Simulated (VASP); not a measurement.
# Er (P6_3/mmc) in VASP: single point with PBE

Aim: the single point of Er with PBE.

All numbers are computed with VASP 6.6.1; they aren't measurements. Logs are shortened: lines on timing, memory, paths and dates and some standing lists are left out, and cuts for length are marked.

## 1. The cell of the first run

Symmetry: P6_3/mmc, No. 194, hexagonal system. The conventional cell has a = 3.683 Å, b = 3.683 Å, c = 5.857 Å, α = 90.00°, β = 90.00°, γ = 120.00°. Within 4.8 Å of Er (site symmetry -6m2) lie 12 Er at 3.62 to 3.68 Å.

## 2. Single point, PBE, collinear spin, ferromagnetic start

File INCAR:

```
  PREC = Accurate
  ENCUT = 520
  EDIFF = 1E-6
  ISMEAR = 0
  SIGMA = 0.05
  LREAL = False
  LASPH = True
  NELM = 150
  ALGO = Normal
  ISIF = 2
  LWAVE = False
  LCHARG = False
  ISPIN = 2
  MAGMOM = 3 3
  LORBIT = 11
  LMAXMIX = 6
  GGA = PE
  NBANDS = 33
```

File KPOINTS:

```
regular mesh
0
Gamma
  14 14 8
```

File POSCAR:

```
Er
1.0
    3.6833498455      0.0000000000      0.0000000000
   -1.8416749227      3.1898745372      0.0000000000
    0.0000000000      0.0000000000      5.8569054717
Er
2
Direct
    0.3333333333      0.6666666667      0.7500000000
    0.6666666667      0.3333333333      0.2500000000
```

Potentials or basis: VASP PAW PBE potentials, release 64 (Er).

Run with:

```bash
$ cat potpaw_PBE.64/Er/POTCAR > POTCAR
$ mpirun -np 1 vasp_std > vasp.out
```

OUTCAR:

```text
PREC = Accurate
   ENCUT = 520
   EDIFF = 1E-6
   ISMEAR = 0
   LREAL = False
   LASPH = True
   NELM = 150
   ISIF = 2
   ISPIN = 2
   LORBIT = 11
   GGA = PE

 ion  position               nearest neighbor table
   1  0.333  0.667  0.750-   2 3.62   2 3.62   2 3.62   2 3.62   2 3.62   2 3.62
   2  0.667  0.333  0.250-   1 3.62   1 3.62   1 3.62   1 3.62   1 3.62   1 3.62

  LATTYP: Found a hexagonal cell.
 ALAT       =     3.6833498455
 C/A-ratio  =     1.5901029545

  Lattice vectors:

 A1 = (   3.6833498455,   0.0000000000,   0.0000000000)
 A2 = (  -1.8416749227,   3.1898745372,   0.0000000000)
 A3 = (   0.0000000000,   0.0000000000,   5.8569054717)

Analysis of symmetry for initial positions (statically):
=====================================================================
 Subroutine PRICEL returns:
 Original cell was already a primitive cell.

 Routine SETGRP: Setting up the symmetry group for a
 hexagonal supercell.

 Subroutine GETGRP returns: Found 24 space group operations
 (whereof 12 operations were pure point group operations)
 out of a pool of 24 trial point group operations.

The static configuration has the point symmetry D_3d.
 The point group associated with its full space group is D_6h.

Analysis of symmetry for dynamics (positions and initial velocities):
=====================================================================
 Subroutine PRICEL returns:
 Original cell was already a primitive cell.

 Routine SETGRP: Setting up the symmetry group for a
 hexagonal supercell.

 Subroutine GETGRP returns: Found 24 space group operations
 (whereof 12 operations were pure point group operations)
 out of a pool of 24 trial point group operations.

The dynamic configuration has the point symmetry D_3d.
 The point group associated with its full space group is D_6h.

Analysis of structural, dynamic, and magnetic symmetry:
=====================================================================
 Subroutine PRICEL returns:
 Original cell was already a primitive cell.

 Routine SETGRP: Setting up the symmetry group for a
 hexagonal supercell.

 Subroutine GETGRP returns: Found 24 space group operations
 (whereof 12 operations were pure point group operations)
 out of a pool of 24 trial point group operations.

The overall configuration has the point symmetry D_3d.
[... 114 lines left out ...]
   EFERMI =   0.00;   METHOD = LEGACY
   ISMEAR =     0;   SIGMA  =   0.05  broadening in eV -4-tet -1-fermi 0-gaus
   EFERMI_NEDOS =   21; number of points for ismear=-14 and -15
   IALGO  =     38    algorithm
   IMIX   =      4    mixing-type and parameters
     AMIX     =   0.40;   BMIX     =  1.00
     AMIX_MAG =   1.60;   BMIX_MAG =  1.00
  volume/ion in A,a.u.               =      34.41       232.19
  Fermi-wavevector in a.u.,A,eV,Ry     =   1.410363  2.665199 27.063658  1.989123
  Thomas-Fermi vector in A             =   2.532324
   LORBIT       =     11    0 simple, 1 ext, 2 COOP (PROOUT), +10 PAW based schemes
   GGA     = PE    functional components
   LHFCALC =     F    Hartree Fock is set to
   AEXX    =    0.0000 exact exchange contribution
   IVDW    =     0    specifies the selected vdW correction
   LEPSILON=     F    determine dielectric tensor
   LRPA    =     F    only Hartree local field effects (RPA)
 spin polarized calculation
 Gauss-broadening in eV      SIGMA  =   0.05
  energy-cutoff  :      520.00
  volume of cell :       68.82
 maximum number of plane-waves:      1890
 NGX is ok and might be reduce to    28
   NGX = 13   NGY = 13   NGZ = 21

 number of electron      44.0000002 magnetization       5.1839637

 Free energy of the ion-electron system (eV)
  ---------------------------------------------------
  ext. energy  EPLUGINS =         0.00000000
  ---------------------------------------------------
  free energy    TOTEN  =       -10.13471629 eV

  energy without entropy =      -10.11125758  energy(sigma->0) =      -10.12298693

 E-fermi :   2.0777     XC(G=0):  -9.6634

 val. band max:        2.0770189550   @ k =   0.2857   0.2143   0.0000
 cond. band min:       2.0779212275   @ k =   0.3571   0.2143   0.3750
 fundamental gap:      0.0009022725
 Fermi energy:         2.0777077320

 spin component 1

 k-point     1 :       0.0000    0.0000    0.0000
  band No.  band energies     occupation
      1     -47.4169      1.00000
      2     -47.3858      1.00000
      3     -21.6557      1.00000
      4     -21.4497      1.00000
      5     -21.4497      1.00000
      6     -21.3802      1.00000
[... 853 lines left out ...]
     32       7.5075      0.00000
     33       7.7719      0.00000

 [... further k-points ...]

 spin component 2

 k-point     1 :       0.0000    0.0000    0.0000
  band No.  band energies     occupation
      1     -46.3158      1.00000
      2     -46.2818      1.00000
      3     -20.9187      1.00000
      4     -20.6357      1.00000
      5     -20.6357      1.00000
      6     -20.5611      1.00000
[... 853 lines left out ...]
     32       7.9662      0.00000
     33       8.2884      0.00000

 [... further k-points ...]
[... 5 lines left out ...]
  --------------------------------------------------------------------------------------
  -------------------------------------------------------------------------------------
  Total        0.0857770      0.0857770      0.0728793      0.0000000      0.0000000     -0.0000000
  in kB        1.9970852      1.9970852      1.6967969      0.0000000      0.0000000     -0.0000000
  external PRESSURE =       1.8969891 kB  Pullay stress =       0.0000000 kB

 VOLUME and BASIS-vectors are now :
 -----------------------------------------------------------------------------
  energy-cutoff  :      520.00
  volume of cell :       68.82
      direct lattice vectors                 reciprocal lattice vectors
     3.683349845  0.000000000  0.000000000     0.271491996  0.156745977  0.000000000
    -1.841674923  3.189874537  0.000000000     0.000000000  0.313491953  0.000000000
     0.000000000  0.000000000  5.856905472     0.000000000  0.000000000  0.170738627

 POSITION                                       TOTAL-FORCE (eV/Angst)
 -----------------------------------------------------------------------------------
     -0.00000      2.12658      4.39268        -0.000000     -0.000000      0.000000
      1.84167      1.06329      1.46423         0.000000      0.000000      0.000000
 -----------------------------------------------------------------------------------
    total drift:                                0.000000     -0.000000      0.000000

  FREE ENERGIE OF THE ION-ELECTRON SYSTEM (eV)
  ---------------------------------------------------
  free  energy   TOTEN  =       -10.1347162860 eV

  energy  without entropy=      -10.1112575761  energy(sigma->0) =      -10.12298693

 total charge

# of ion       s       p       d       f       tot
--------------------------------------------------
    1        2.132   5.756   0.343  11.394  19.625
    2        2.132   5.756   0.343  11.394  19.625
--------------------------------------------------
tot          4.264  11.511   0.687  22.789  39.251

 magnetization (x)

# of ion       s       p       d       f       tot
--------------------------------------------------
    1        0.003  -0.011   0.057   2.397   2.445
    2        0.003  -0.011   0.057   2.397   2.445
--------------------------------------------------
tot          0.005  -0.022   0.114   4.793   4.891
```

OSZICAR:

```text
N       E                     dE             d eps       ncg     rms          rms(c)
DAV:   1     0.415525167423E+03    0.41553E+03   -0.13040E+04 23735   0.768E+03
DAV:   2     0.952471252213E+02   -0.32028E+03   -0.28108E+03 26639   0.102E+03
DAV:   3     0.100138052325E+02   -0.85233E+02   -0.82208E+02 24812   0.258E+02
[... 33 lines left out ...]
DAV:  37    -0.101347123094E+02   -0.22376E-05   -0.33253E-06 20441   0.239E-02    0.556E-02
DAV:  38    -0.101347138901E+02   -0.15807E-05   -0.29506E-06 17637   0.342E-02    0.378E-02
DAV:  39    -0.101347170484E+02   -0.31583E-05   -0.15868E-05 20598   0.678E-02    0.375E-02
DAV:  40    -0.101347157530E+02    0.12954E-05   -0.87204E-06 17867   0.422E-02    0.165E-02
DAV:  41    -0.101347162860E+02   -0.53309E-06   -0.93823E-07 12611   0.207E-02
   1 F= -.10134716E+02 E0= -.10122987E+02  d E =-.234587E-01  mag=     5.1828
```

stdout:

```text
POSCAR found type information on POSCAR Er
 POSCAR found :  1 types and       2 ions
 scaLAPACK will be used
 LDA part: xc-table for (Slater+PW92), standard interpolation
 POSCAR, INCAR and KPOINTS ok, starting setup
 FFT: planning ... GRIDC
 FFT: planning ... GRID_SOFT
 FFT: planning ... GRID
 WAVECAR not read
 entering main loop
```

Run time: 27 min. Hardware: 1 thread of Intel Xeon Platinum 8259CL at 2.50GHz (Skylake/Cascade Lake), shared host; peak memory 0.52 GiB.

Results:

| Property | Result |
| --- | --- |
| Free energy | -10.1347 eV |
| Pressure | 0.2 GPa |
| Net moment | 5.18 μB per cell |
| Site moments | Er +2.44 μB |
| Valence electrons inside the program's atomic spheres | Er 19.62 |

Levels at points of the mesh, in eV from the Fermi level:
Spin up:
| k point | band 21 | band 22 | band 23 | band 24 | band 25 | band 26 | band 27 | band 28 |
| --- | --- | --- | --- | --- | --- | --- | --- | --- |
| (0.00, 0.00, 0.00) | -1.70 | -1.70 | -1.64 | -1.64 | 0.69 | 2.30 | 2.30 | 2.53 |
| (0.50, 0.00, 0.00) | -1.72 | -1.65 | -1.64 | -0.95 | -0.45 | -0.13 | 1.67 | 2.15 |
| (0.00, 0.00, 0.50) | -1.66 | -1.66 | -1.66 | -1.66 | 1.27 | 1.27 | 2.25 | 2.25 |
| (0.50, 0.00, 0.50) | -1.68 | -1.68 | -1.58 | -1.58 | 0.25 | 0.25 | 1.49 | 1.49 |
Spin down:
```
           k point  band 17  band 18  band 19  band 20  band 21  band 22  band 23  band 24
(0.00, 0.00, 0.00)    -0.09    -0.09    -0.05    -0.05     0.10     0.14     0.44     0.46
(0.50, 0.00, 0.00)    -0.41    -0.08    -0.03    -0.02     0.01     0.11     0.27     0.45
(0.00, 0.00, 0.50)    -0.05    -0.05    -0.05    -0.05     0.11     0.11     0.44     0.44
(0.50, 0.00, 0.50)    -0.15    -0.15     0.00     0.00     0.21     0.21     0.43     0.43
```

Caveat: the magnetic or orbital state may not be the lowest; spin-orbit coupling is left out, which moves the levels of the heavy elements. The state reached can hang on the start; a lower one may exist.
